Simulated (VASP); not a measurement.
# TaN (Fm-3m) in VASP: further runs

Runs on TaN. Level: PBE. Tasks: single point.

All numbers are computed with VASP 6.6.1; they aren't measurements. Logs are shortened: lines on timing, memory, paths and dates and some standing lists are left out, and cuts for length are marked.

### Step 1. The cell of the first run

It takes space group Fm-3m (No. 225, cubic). The conventional cell has a = 4.358 Å, b = 4.358 Å, c = 4.358 Å, α = 90.00°, β = 90.00°, γ = 90.00°. Ta (site symmetry m-3m) has 6 N at 2.18 Å within 2.9 Å. N (site symmetry m-3m) has 6 Ta at 2.18 Å within 2.9 Å.

### Step 2. Single point, PBE

Input file INCAR:

```
PREC = Accurate
ENCUT = 520
EDIFF = 1E-6
ISMEAR = 1
SIGMA = 0.1
LREAL = False
LASPH = True
NELM = 80
ALGO = Normal
ISIF = 2
LWAVE = False
LCHARG = False
GGA = PE
NBANDS = 15
```

Input file KPOINTS:

```
regular mesh
0
Gamma
  3 3 3
```

Input file POSCAR:

```
TaN
1.0
    3.0815710000      0.0000000000      0.0000000000
    1.5407855000      2.6687187696      0.0000000000
    1.5407855000      0.8895729232      2.5160921854
Ta N
1 1
Direct
    0.5000000000      0.5000000000      0.5000000000
    0.0000000000      0.0000000000      0.0000000000
```

Potentials or basis: VASP PAW PBE potentials, release 64 (Ta_pv, N).

Started as:

```bash
$ cat potpaw_PBE.64/Ta_pv/POTCAR potpaw_PBE.64/N/POTCAR > POTCAR
$ mpirun -np 1 vasp_std > vasp.out
```

OUTCAR:

```text
PREC = Accurate
   ENCUT = 520
   EDIFF = 1E-6
   ISMEAR = 1
   LREAL = False
   LASPH = True
   NELM = 80
   ISIF = 2
   GGA = PE

 ion  position               nearest neighbor table
   1  0.500  0.500  0.500-   2 2.18   2 2.18   2 2.18   2 2.18   2 2.18   2 2.18
   2  0.000  0.000  0.000-   1 2.18   1 2.18   1 2.18   1 2.18   1 2.18   1 2.18

  LATTYP: Found a face centered cubic cell.
 ALAT       =     4.3579995017

  Lattice vectors:

 A1 = (   3.0815710000,   0.0000000000,   0.0000000000)
 A2 = (   1.5407855000,   2.6687187696,   0.0000000000)
 A3 = (   1.5407855000,   0.8895729232,   2.5160921854)

Analysis of symmetry for initial positions (statically):
=====================================================================
 Subroutine PRICEL returns:
 Original cell was already a primitive cell.

 Routine SETGRP: Setting up the symmetry group for a
 face centered cubic supercell.

 Subroutine GETGRP returns: Found 48 space group operations
 (whereof 48 operations were pure point group operations)
 out of a pool of 48 trial point group operations.

The static configuration has the point symmetry O_h .

Analysis of symmetry for dynamics (positions and initial velocities):
=====================================================================
 Subroutine PRICEL returns:
 Original cell was already a primitive cell.

 Routine SETGRP: Setting up the symmetry group for a
 face centered cubic supercell.

 Subroutine GETGRP returns: Found 48 space group operations
 (whereof 48 operations were pure point group operations)
 out of a pool of 48 trial point group operations.

The dynamic configuration has the point symmetry O_h .

 Subroutine INISYM returns: Found 48 space group operations
 (whereof 48 operations are pure point group operations),
 and found     1 'primitive' translations

----------------------------------------------------------------------------------------

                                     Primitive cell

  volume of cell :      20.6920

  direct lattice vectors                    reciprocal lattice vectors
     3.081571000  0.000000000  0.000000000     0.324509804 -0.187355822 -0.132480573
     1.540785500  2.668718770  0.000000000     0.000000000  0.374711645 -0.132480573
     1.540785500  0.889572923  2.516092185     0.000000000  0.000000000  0.397441718

  length of vectors
     3.081571000  3.081571000  3.081571000     0.397441718  0.397441718  0.397441718

  position of ions in fractional coordinates (direct lattice)
     0.500000000  0.500000000  0.500000000
     0.000000000  0.000000000  0.000000000

  ion indices of the primitive-cell ions
   primitive index   ion index
                 1           1
                 2           2

----------------------------------------------------------------------------------------

 KPOINTS: regular mesh

Automatic generation of k-mesh.
 Grid dimensions read from file:
 generate k-points for:    3    3    3

 Generating k-lattice:

  Cartesian coordinates                     Fractional coordinates (reciprocal lattice)
     0.108169935 -0.062451941 -0.044160191     0.333333333  0.000000000  0.000000000
     0.000000000  0.124903882 -0.044160191     0.000000000  0.333333333  0.000000000
     0.000000000  0.000000000  0.132480573     0.000000000  0.000000000  0.333333333

  Length of vectors
     0.132480573  0.132480573  0.132480573

  Shift w.r.t. Gamma in fractional coordinates (k-lattice)
     0.000000000  0.000000000  0.000000000

 Subroutine IBZKPT returns following result:
 ===========================================

 Found      4 irreducible k-points:

 Following reciprocal coordinates:
            Coordinates               Weight
  0.000000  0.000000  0.000000      1.000000
  0.333333 -0.000000  0.000000      8.000000
  0.333333  0.333333 -0.000000      6.000000
 -0.333333  0.333333  0.000000     12.000000
   k-points           NKPTS =      4   k-points in BZ     NKDIM =      4   number of bands    NBANDS=     15
   number of dos      NEDOS =    301   number of ions     NIONS =      2
   total plane-waves  NPLWV =  13824
   dimension x,y,z NGX =    24 NGY =   24 NGZ =   24
   dimension x,y,z NGXF=    48 NGYF=   48 NGZF=   48
   ions per type =               1   1
   NGX,Y,Z   is equivalent  to a cutoff of  12.95, 12.95, 12.95 a.u.
   NGXF,Y,Z  is equivalent  to a cutoff of  25.90, 25.90, 25.90 a.u.
 SYSTEM =  unknown system
   PREC   = accura    normal or accurate (medium, high low for compatibility)
   ISTART =      0    job   : 0-new  1-cont  2-samecut
   ICHARG =      2    charge: 1-file 2-atom 10-const
   ISPIN  =      1    spin polarized calculation?
   LNONCOLLINEAR =      F non collinear calculations
   LSORBIT =      F    spin-orbit coupling
   LASPH  =      T    aspherical Exc in radial PAW
   ENCUT  =  520.0 eV  38.22 Ry    6.18 a.u.   5.73  5.73  5.73*2*pi/ulx,y,z
   NELM   =     80;   NELMIN=  2; NELMDL= -5     # of ELM steps
   EDIFF  = 0.1E-05   stopping-criterion for ELM
   LREAL  =      F    real-space projection
   EDIFFG = 0.1E-04   stopping-criterion for IOM
   NSW    =      0    number of steps for IOM
   IBRION =     -1    ionic relax: 0-MD 1-quasi-New 2-CG
   NFREE  =      0    steps in history (QN), initial steepest desc. (CG)
   ISIF   =      2    stress and relaxation
   ISYM   =      2    0-nonsym 1-usesym 2-fastsym
   POTIM  = 0.5000    time-step for ionic-motion
   TEBEG  =    0.0;   TEEND  =   0.0 temperature during run
   PSTRESS=    0.0 pullay stress
   NELECT =      16.0000    total number of electrons
   NUPDOWN=      -1.0000    fix difference up-down
   EMIN   =  10.00;   EMAX   =-10.00  energy-range for DOS
   EFERMI =   0.00;   METHOD = LEGACY
   ISMEAR =     1;   SIGMA  =   0.10  broadening in eV -4-tet -1-fermi 0-gaus
   EFERMI_NEDOS =   21; number of points for ismear=-14 and -15
   IALGO  =     38    algorithm
   IMIX   =      4    mixing-type and parameters
     AMIX     =   0.40;   BMIX     =  1.00
     AMIX_MAG =   1.60;   BMIX_MAG =  1.00
  volume/ion in A,a.u.               =      10.35        69.82
  Fermi-wavevector in a.u.,A,eV,Ry     =   1.502615  2.839530 30.719929  2.257851
  Thomas-Fermi vector in A             =   2.613832
   LORBIT       =      0    0 simple, 1 ext, 2 COOP (PROOUT), +10 PAW based schemes
   GGA     = PE    functional components
   LHFCALC =     F    Hartree Fock is set to
   AEXX    =    0.0000 exact exchange contribution
   IVDW    =     0    specifies the selected vdW correction
   LEPSILON=     F    determine dielectric tensor
   LRPA    =     F    only Hartree local field effects (RPA)
 non-spin polarized calculation
 Methfessel and Paxton  Order N= 1 SIGMA  =   0.10
  energy-cutoff  :      520.00
  volume of cell :       20.69
 maximum number of plane-waves:       562
   NGX = 11   NGY = 11   NGZ = 11

 number of electron      16.0000000 magnetization

 Free energy of the ion-electron system (eV)
  ---------------------------------------------------
  ext. energy  EPLUGINS =         0.00000000
  ---------------------------------------------------
  free energy    TOTEN  =       -21.27579800 eV

  energy without entropy =      -21.26606609  energy(sigma->0) =      -21.27255403

 E-fermi :   9.9346     XC(G=0): -13.5927

 val. band max:        9.9273262157   @ k =   0.3333  -0.0000   0.0000
 cond. band min:      10.4773699465   @ k =   0.3333  -0.0000   0.0000
 fundamental gap:      0.5500437308
 Fermi energy:         9.9345867520

 k-point     1 :       0.0000    0.0000    0.0000
  band No.  band energies     occupation
      1     -25.9225      2.00000
      2     -25.9225      2.00000
      3     -25.9225      2.00000
      4      -9.1717      2.00000
      5       6.0350      2.00000
      6       6.0350      2.00000
      7       6.0350      2.00000
      8       7.6544      2.00000
      9       7.6544      2.00000
     10       7.6544      2.00000
     11       9.9027      1.50988
     12       9.9027      1.50988
     13      11.6429     -0.00000
     14      19.2435      0.00000
     15      22.1953      0.00000

 k-point     2 :       0.3333   -0.0000    0.0000
  band No.  band energies     occupation
      1     -26.6408      2.00000
      2     -25.9902      2.00000
      3     -25.9902      2.00000
      4      -6.9628      2.00000
      5       0.7012      2.00000
      6       2.7208      2.00000
      7       2.7208      2.00000
      8       9.9273      1.12253
      9      10.4774     -0.00000
     10      10.4774     -0.00000
     11      15.0923      0.00000
     12      15.6611      0.00000
     13      15.6611      0.00000
     14      22.0810      0.00000
     15      22.3235      0.00000

 k-point     3 :       0.3333    0.3333   -0.0000
  band No.  band energies     occupation
      1     -26.5491      2.00000
      2     -26.1567      2.00000
      3     -26.1567      2.00000
      4      -7.6763      2.00000
      5       1.7635      2.00000
      6       4.8314      2.00000
      7       4.9802      2.00000
      8       4.9802      2.00000
      9      11.4137     -0.00000
     10      12.7939      0.00000
     11      12.7939      0.00000
     12      13.4237      0.00000
     13      18.6364      0.00000
     14      21.7941      0.00000
     15      22.2485      0.00000

 k-point     4 :      -0.3333    0.3333    0.0000
  band No.  band energies     occupation
      1     -26.5417      2.00000
      2     -26.4913      2.00000
      3     -26.1085      2.00000
      4      -6.9095      2.00000
      5       1.2098      2.00000
      6       2.9464      2.00000
      7       3.0047      2.00000
      8       8.9865      2.00000
      9      11.7975     -0.00000
     10      11.8029     -0.00000
     11      14.1749      0.00000
     12      16.5183      0.00000
     13      19.7031      0.00000
     14      21.2898      0.00000
     15      21.3154      0.00000

------------------------ aborting loop because EDIFF is reached ----------------------------------------

  FORCE on cell =-STRESS in cart. coord.  units (eV):
  Direction    XX          YY          ZZ          XY          YZ          ZX
  --------------------------------------------------------------------------------------
  -------------------------------------------------------------------------------------
  Total        2.8554081      2.8554081      2.8554081     -0.0000000      0.0000000     -0.0000000
  in kB      221.0941436    221.0941436    221.0941436     -0.0000000      0.0000000     -0.0000000
  external PRESSURE =     221.0941436 kB  Pullay stress =       0.0000000 kB

 VOLUME and BASIS-vectors are now :
 -----------------------------------------------------------------------------
  energy-cutoff  :      520.00
  volume of cell :       20.69
      direct lattice vectors                 reciprocal lattice vectors
     3.081571000  0.000000000  0.000000000     0.324509804 -0.187355822 -0.132480573
     1.540785500  2.668718770  0.000000000     0.000000000  0.374711645 -0.132480573
     1.540785500  0.889572923  2.516092185     0.000000000  0.000000000  0.397441718

 POSITION                                       TOTAL-FORCE (eV/Angst)
 -----------------------------------------------------------------------------------
      3.08157      1.77915      1.25805         0.000000     -0.000000      0.000000
      0.00000      0.00000      0.00000         0.000000      0.000000      0.000000
 -----------------------------------------------------------------------------------
    total drift:                               -0.000000      0.000000     -0.000000

  FREE ENERGIE OF THE ION-ELECTRON SYSTEM (eV)
  ---------------------------------------------------
  free  energy   TOTEN  =       -21.2757980042 eV

  energy  without entropy=      -21.2660660921  energy(sigma->0) =      -21.27255403
```

Wall time 5.1 s (1 thread of Intel Xeon 8259CL, shared host); peak memory 0.14 GiB.

Results:

| Quantity | Value |
| --- | --- |
| Free energy | -21.2758 eV |
| Pressure | 22.1 GPa |
| Band gap on the k mesh | zero (band 8 reaches 9.93 eV, above the bottom of band 9 at 7.65 eV) |

Levels at points of the mesh, in eV from the Fermi level:
| k point | band 6 | band 7 | band 8 | band 9 | band 10 | band 11 |
| --- | --- | --- | --- | --- | --- | --- |
| (0.00, 0.00, 0.00) | -3.90 | -3.90 | -2.28 | -2.28 | -2.28 | -0.03 |

Caveat: the k points lie up to 0.83 Å⁻¹ apart; spin-orbit coupling is left out, which moves the levels of the heavy elements.

### Step 3. Single point, PBE

Input file INCAR:

```
SYSTEM = TaN
PREC = Accurate
ENCUT = 520
EDIFF = 1E-6
ISMEAR = 1
SIGMA = 0.1
LREAL = .FALSE.
LASPH = .TRUE.
NELM = 100
ALGO = Normal
ISIF = 2
LWAVE = .FALSE.
LCHARG = .FALSE.
GGA = PE
NBANDS = 15
```

Input file KPOINTS:

```
regular mesh
0
G
  4 4 4
  0 0 0
```

POSCAR is that of step 2.

Potentials or basis: VASP PAW PBE potentials, release 64 (Ta_pv, N).

Started as:

```bash
$ cat potpaw_PBE.64/Ta_pv/POTCAR potpaw_PBE.64/N/POTCAR > POTCAR
$ mpirun -np 1 vasp_std > vasp.out
```

It took 6.7 s on 1 thread of Intel Xeon 8259CL, shared host; peak memory 0.14 GiB.

The run converged. Its results:

```
Free energy            : -21.7318 eV
Pressure               : 16.7 GPa
Band gap on the k mesh : zero (band 8 reaches 11.89 eV, above the bottom of band 9 at 7.71 eV)
```

Levels at points of the mesh, in eV from the Fermi level:
| k point | band 4 | band 5 | band 6 | band 7 | band 8 | band 9 | band 10 | band 11 | band 12 | band 13 |
| --- | --- | --- | --- | --- | --- | --- | --- | --- | --- | --- |
| (0.00, 0.00, 0.00) | -18.94 | -3.78 | -3.78 | -3.78 | -1.92 | -1.92 | -1.92 | 0.34 | 0.34 | 1.95 |
| (0.50, 0.00, 0.00) | -15.77 | -10.41 | -7.60 | -7.60 | 2.26 | 2.26 | 2.30 | 4.15 | 8.04 | 8.04 |
| (0.50, 0.50, 0.00) | -17.69 | -6.53 | -5.40 | -4.57 | -4.57 | 2.48 | 3.99 | 3.99 | 5.06 | 7.38 |

Caveat: the k points lie up to 0.62 Å⁻¹ apart; spin-orbit coupling is left out, which moves the levels of the heavy elements.

[end of part 1 of 2]
